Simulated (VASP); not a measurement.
# Si (P1) in VASP: single point with PBE

Aim: the single point of Si with PBE.

Program: VASP 6.6.1. These are calculated values, not measurements. Logs are shortened: lines on timing, memory, paths and dates and some standing lists are left out, and cuts for length are marked.

### Step 1. The cell of the first run

The typed cell holds 8 atoms: a = 5.431 Å, b = 5.431 Å, c = 5.431 Å, α = 90.00°, β = 90.00°, γ = 90.00°.

### Step 2. Single point, PBE

Contents of INCAR:

```
PREC = Accurate ; ENCUT = 500
EDIFF = 1E-6 ; ISMEAR = 0
SIGMA = 0.01 ; LREAL = False
LASPH = True ; NELM = 120
ALGO = Normal ; ISIF = 2
LWAVE = False ; LCHARG = False
GGA = PE ; NBANDS = 26
GGA_COMPAT = False
```

Contents of KPOINTS:

```
regular mesh
0
Gamma
  1 1 1
```

Contents of POSCAR:

```
Si
1.0
    5.4310000000      0.0000000000      0.0000000000
    0.0000000000      5.4310000000      0.0000000000
    0.0000000000      0.0000000000      5.4310000000
Si
8
Direct
    0.0098520000      0.0001260000      0.0001520000
   -0.0000460000      0.4899110000      0.4998780000
    0.4998320000     -0.0001140000      0.5148810000
    0.5001420000      0.4998760000     -0.0001240000
    0.2501710000      0.2601670000      0.2498410000
    0.2499290000      0.7501950000      0.7399560000
    0.7600510000      0.2500770000      0.7500590000
    0.7498220000      0.7500890000      0.2501250000
```

Potentials or basis: VASP PAW PBE potentials, release 64 (Si).

Command:

```sh
$ cat potpaw_PBE.64/Si/POTCAR > POTCAR
$ mpirun -np 1 vasp_gam > vasp.out
```

OUTCAR:

```text
PREC = Accurate
   ENCUT = 500
   EDIFF = 1E-6
   ISMEAR = 0
   LREAL = False
   LASPH = True
   NELM = 120
   ISIF = 2
   GGA = PE

 ion  position               nearest neighbor table
   1  0.010  0.000  0.000-   7 2.35   5 2.35   6 2.35   8 2.38
   2  1.000  0.490  0.500-   7 2.29   5 2.29   6 2.35   8 2.38
   3  0.500  1.000  0.515-   6 2.27   7 2.34   8 2.40   5 2.43
   4  0.500  0.500  1.000-   5 2.32   8 2.35   7 2.38   6 2.38
   5  0.250  0.260  0.250-   2 2.29   4 2.32   1 2.35   3 2.43
   6  0.250  0.750  0.740-   3 2.27   1 2.35   2 2.35   4 2.38
   7  0.760  0.250  0.750-   2 2.29   3 2.34   1 2.35   4 2.38
   8  0.750  0.750  0.250-   4 2.35   1 2.38   2 2.38   3 2.40

  LATTYP: Found a simple cubic cell.
 ALAT       =     5.4310000000

  Lattice vectors:

 A1 = (   5.4310000000,   0.0000000000,   0.0000000000)
 A2 = (   0.0000000000,   5.4310000000,   0.0000000000)
 A3 = (   0.0000000000,   0.0000000000,   5.4310000000)

Analysis of symmetry for initial positions (statically):
=====================================================================
 Subroutine PRICEL returns:
 Original cell was already a primitive cell.

 Routine SETGRP: Setting up the symmetry group for a
 simple cubic supercell.

 Subroutine GETGRP returns: Found  1 space group operations
 (whereof  1 operations were pure point group operations)
 out of a pool of 48 trial point group operations.

The static configuration has the point symmetry C_1 .

Analysis of symmetry for dynamics (positions and initial velocities):
=====================================================================
 Subroutine PRICEL returns:
 Original cell was already a primitive cell.

 Routine SETGRP: Setting up the symmetry group for a
 simple cubic supercell.

 Subroutine GETGRP returns: Found  1 space group operations
 (whereof  1 operations were pure point group operations)
 out of a pool of 48 trial point group operations.

The dynamic configuration has the point symmetry C_1 .

 Subroutine INISYM returns: Found  1 space group operations
 (whereof  1 operations are pure point group operations),
 and found     1 'primitive' translations

[... 82 lines left out ...]
   EDIFF  = 0.1E-05   stopping-criterion for ELM
   LREAL  =      F    real-space projection
   EDIFFG = 0.1E-04   stopping-criterion for IOM
   NSW    =      0    number of steps for IOM
   IBRION =     -1    ionic relax: 0-MD 1-quasi-New 2-CG
   NFREE  =      0    steps in history (QN), initial steepest desc. (CG)
   ISIF   =      2    stress and relaxation
   ISYM   =      2    0-nonsym 1-usesym 2-fastsym
   POTIM  = 0.5000    time-step for ionic-motion
   TEBEG  =    0.0;   TEEND  =   0.0 temperature during run
   PSTRESS=    0.0 pullay stress
   NELECT =      32.0000    total number of electrons
   NUPDOWN=      -1.0000    fix difference up-down
   EMIN   =  10.00;   EMAX   =-10.00  energy-range for DOS
   EFERMI =   0.00;   METHOD = LEGACY
   ISMEAR =     0;   SIGMA  =   0.01  broadening in eV -4-tet -1-fermi 0-gaus
   EFERMI_NEDOS =   21; number of points for ismear=-14 and -15
   IALGO  =     38    algorithm
   IMIX   =      4    mixing-type and parameters
     AMIX     =   0.40;   BMIX     =  1.00
     AMIX_MAG =   1.60;   BMIX_MAG =  1.00
  volume/ion in A,a.u.               =      20.02       135.13
  Fermi-wavevector in a.u.,A,eV,Ry     =   0.956999  1.808467 12.460868  0.915848
  Thomas-Fermi vector in A             =   2.085978
   LORBIT       =      0    0 simple, 1 ext, 2 COOP (PROOUT), +10 PAW based schemes
   GGA     = PE    functional components
   LHFCALC =     F    Hartree Fock is set to
   AEXX    =    0.0000 exact exchange contribution
   IVDW    =     0    specifies the selected vdW correction
   LEPSILON=     F    determine dielectric tensor
   LRPA    =     F    only Hartree local field effects (RPA)
 non-spin polarized calculation
 Gauss-broadening in eV      SIGMA  =   0.01
  energy-cutoff  :      500.00
  volume of cell :      160.19
 maximum number of plane-waves:      2034
 NGX is ok and might be reduce to    40
   NGX = 19   NGY = 19   NGZ = 19

 number of electron      32.0000003 magnetization

 Free energy of the ion-electron system (eV)
  ---------------------------------------------------
  ext. energy  EPLUGINS =         0.00000000
  ---------------------------------------------------
  free energy    TOTEN  =       -33.06518824 eV

  energy without entropy =      -33.06518824  energy(sigma->0) =      -33.06518824

 E-fermi :   6.4084     XC(G=0):  -9.1987

 val. band max:        6.3229660825   @ k =   0.0000   0.0000   0.0000
 cond. band min:       6.5857393870   @ k =   0.0000   0.0000   0.0000
 fundamental gap:      0.2627733045
 Fermi energy:         6.4084463893

 k-point     1 :       0.0000    0.0000    0.0000
  band No.  band energies     occupation
      1      -5.8861      2.00000
      2      -1.9282      2.00000
      3      -1.8375      2.00000
      4      -1.7396      2.00000
      5      -1.6766      2.00000
      6      -1.5927      2.00000
[... 18 lines left out ...]
     25       8.7078      0.00000
     26       9.5222      0.00000

------------------------ aborting loop because EDIFF is reached ----------------------------------------

  FORCE on cell =-STRESS in cart. coord.  units (eV):
  Direction    XX          YY          ZZ          XY          YZ          ZX
  --------------------------------------------------------------------------------------
  -------------------------------------------------------------------------------------
  Total       10.9288172     10.5997499     10.8039060      1.4676271     -0.0777503     -1.1061847
  in kB      109.3060844    106.0148720    108.0567675     14.6786759     -0.7776301    -11.0636601
  external PRESSURE =     107.7925746 kB  Pullay stress =       0.0000000 kB

 VOLUME and BASIS-vectors are now :
 -----------------------------------------------------------------------------
  energy-cutoff  :      500.00
  volume of cell :      160.19
      direct lattice vectors                 reciprocal lattice vectors
     5.431000000  0.000000000  0.000000000     0.184128153  0.000000000  0.000000000
     0.000000000  5.431000000  0.000000000     0.000000000  0.184128153  0.000000000
     0.000000000  0.000000000  5.431000000     0.000000000  0.000000000  0.184128153

 POSITION                                       TOTAL-FORCE (eV/Angst)
 -----------------------------------------------------------------------------------
      0.05351      0.00068      0.00083         0.175301     -0.080896      0.018024
      5.43075      2.66071      2.71484        -0.320207      0.873294     -0.583869
      2.71459      5.43038      2.79632         0.328426      0.765126     -0.869936
      2.71627      2.71483      5.43033         0.209480      0.384452     -0.749836
      1.35868      1.41297      1.35689         0.497200     -0.787052      0.381893
      1.35736      4.07431      4.01870        -0.451319     -0.948752      0.553193
      4.12784      1.35817      4.07357        -0.233832     -0.340522      0.929578
      4.07228      4.07373      1.35843        -0.205049      0.134349      0.320954
 -----------------------------------------------------------------------------------
    total drift:                                0.000044     -0.000001     -0.000022

  FREE ENERGIE OF THE ION-ELECTRON SYSTEM (eV)
  ---------------------------------------------------
  free  energy   TOTEN  =       -33.0651882378 eV

  energy  without entropy=      -33.0651882378  energy(sigma->0) =      -33.06518824
```

OSZICAR:

```text
N       E                     dE             d eps       ncg     rms          rms(c)
DAV:   1     0.142065872781E+03    0.14207E+03   -0.13140E+04    52   0.997E+02
DAV:   2    -0.218083999461E+02   -0.16387E+03   -0.12912E+03    70   0.175E+02
DAV:   3    -0.340446274208E+02   -0.12236E+02   -0.11045E+02    56   0.423E+01
DAV:   4    -0.345451182950E+02   -0.50049E+00   -0.49054E+00    52   0.939E+00
DAV:   5    -0.345524940372E+02   -0.73757E-02   -0.73652E-02    62   0.137E+00    0.112E+01
DAV:   6    -0.334586185651E+02    0.10939E+01   -0.56019E-01    52   0.280E+00    0.698E+00
DAV:   7    -0.330372303534E+02    0.42139E+00   -0.12346E+00    52   0.436E+00    0.730E-01
DAV:   8    -0.330614564703E+02   -0.24226E-01   -0.69278E-02    52   0.116E+00    0.238E-01
DAV:   9    -0.330631522029E+02   -0.16957E-02   -0.31201E-03    52   0.277E-01    0.161E-01
DAV:  10    -0.330645872558E+02   -0.14351E-02   -0.74572E-04    52   0.135E-01    0.708E-02
DAV:  11    -0.330651753757E+02   -0.58812E-03   -0.47440E-04    52   0.114E-01    0.153E-02
DAV:  12    -0.330651860162E+02   -0.10641E-04   -0.20083E-05    54   0.219E-02    0.669E-03
DAV:  13    -0.330651878537E+02   -0.18375E-05   -0.21308E-06    44   0.793E-03    0.318E-03
DAV:  14    -0.330651882378E+02   -0.38406E-06   -0.29741E-07    26   0.275E-03
   1 F= -.33065188E+02 E0= -.33065188E+02  d E =-.104240E-33
```

It took 8.6 s on 1 thread of Intel Xeon 6975P-C, shared host; peak memory 0.21 GiB.

Results:

```yaml
Free_energy: -33.0652 eV
Pressure: 10.8 GPa
Largest_force: 1.204 eV/Å
Band_gap_on_the_k_mesh: 0.26 eV
```

Forces in eV/Å, atoms in the order of the input:
```
Si   0.175 -0.081  0.018
Si  -0.320  0.873 -0.584
Si   0.328  0.765 -0.870
Si   0.209  0.384 -0.750
Si   0.497 -0.787  0.382
Si  -0.451 -0.949  0.553
Si  -0.234 -0.341  0.930
Si  -0.205  0.134  0.321
```

Stress tensor (GPa, compression positive):
```
10.93  1.47 -1.11
 1.47 10.60 -0.08
-1.11 -0.08 10.81
```

Levels at points of the mesh, in eV from the valence-band top:
```csv
k point,band 14,band 15,band 16,band 17,band 18,band 19
"(0.00, 0.00, 0.00)",-0.40,-0.18,0.00,0.26,0.34,0.40
```

Caveat: the k points lie up to 1.16 Å⁻¹ apart; forces of over 1 eV/Å act on the atoms, so gaps and moduli don't describe the material at rest. A k mesh can miss the band edges.
